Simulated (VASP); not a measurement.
SnO: relaxation of cell and atoms with r2SCAN

Crystal: SnO.

```xyz
2
Lattice="0.0000 2.7386 2.7386 2.7386 0.0000 2.7386 2.7386 2.7386 0.0000" Properties=species:S:1:pos:R:3 pbc="T T T"
Sn    0.0000    0.0000    0.0000
O     1.3693    1.3693    1.3693
```

```json
{
 "Program": "VASP 6.6.1",
 "Task": "relaxation of cell and atoms",
 "Functional": "r2SCAN",
 "Potentials or basis": "VASP PAW PBE potentials, release 64 (Sn_d, O)",
 "Cutoff": "600 eV",
 "k mesh": "8 × 8 × 8",
 "Occupations": "fermi-dirac, width 0.02 eV",
 "Spin": "no spin polarisation",
 "Dipole correction": "no",
 "Further INCAR settings": "ALGO = Normal; EDIFF = 1e-07; IBRION = 2; EDIFFG = -0.005; NSW = 80; ISIF = 3"
}
```

| Item | Value |
| --- | --- |
| Relaxed volume | 19.94 Å³/atom |
| Relaxed cell | a = 3.835 Å, b = 3.835 Å, c = 3.835 Å, α = 60.00°, β = 60.00°, γ = 60.00° |
| Space group after relaxing (to 0.05 Å) | F-43m (No. 216) |
| Energy gained by relaxing | 3.8 meV/atom |
| Ionic steps | 3 |
| Pressure after relaxing | 0.0 GPa |
| Band gap on the k mesh | zero (band 10 reaches 6.08 eV, above the bottom of band 11 at 5.89 eV) |

The path:
```
step  energy change (eV)  largest force (eV/Å)  pressure (GPa)  volume (Å³)
   1              0.0000                0.0000           -1.95        41.08
   2             -0.0071                0.0000            0.48        39.61
   3             -0.0075                0.0000            0.01        39.88
```

Final structure:
```
Sn O
1.0
     0.00000    2.71159    2.71159
     2.71159    0.00000    2.71159
     2.71159    2.71159    0.00000
Sn O
1 1
Cartesian
  0.0000 0.0000 0.0000
  1.3558 1.3558 1.3558
```

Levels at points of the mesh, in eV from the Fermi level:
| k point | band 7 | band 8 | band 9 | band 10 | band 11 | band 12 | band 13 | band 14 |
| --- | --- | --- | --- | --- | --- | --- | --- | --- |
| (0.00, 0.00, 0.00) | -6.50 | -3.98 | -3.98 | -3.98 | 4.63 | 4.63 | 4.63 | 9.43 |
| (0.50, 0.00, 0.00) | -8.33 | -4.41 | -4.41 | -2.48 | 1.72 | 4.77 | 4.77 | 8.85 |
| (0.50, 0.50, 0.00) | -8.14 | -5.17 | -5.17 | -0.61 | -0.19 | 5.44 | 5.44 | 5.59 |

It took 2.3 min on 1 thread of Intel(R) Xeon(R) Platinum 8559C (Emerald Rapids), on a shared host, peak memory 0.2 GiB.

Caveat: the PAW data sets were made with another functional, which shifts forces and pressure a little; spin-orbit coupling is left out, which moves the levels of the heavy elements.
